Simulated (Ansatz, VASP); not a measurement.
# PC in VASP and in Ansatz

```
P C
1.0
     1.47061    0.84906    2.41057
    -1.47061    0.84906    2.41057
     0.00000   -1.69811    2.41057
P C
1 1
Direct
  0.50000 0.50000 0.50000
  0.00000 0.00000 0.00000
```

Change from the starting cell: species swapped into the PtAu type (R-3m, No. 166).

Alike in both runs: functional PBE; k mesh 8 × 8 × 8; occupations gaussian, width 0.2 eV; no spin polarisation.

Ansatz relaxed the structure, and its values are those at the end. VASP's run is a single point on that final structure, the one shown.

```csv
,VASP,Ansatz
version,VASP 6.6.1,Ansatz 0.2.0
potentials or method,"VASP PAW PBE potentials, release 64 (P, C), cutoff 600 eV","scalar-relativistic, plane waves, PAW"
valence electrons in the cell,9,9
```

|  | VASP | Ansatz | Ansatz less VASP |
| --- | --- | --- | --- |
| gap on the k mesh at the Fermi level (eV) | none | none | - |
| pressure (GPa) | -0.1 | 0.3 | +0.39 |

A gap of «none» marks a metal or a gap that the smearing closes.
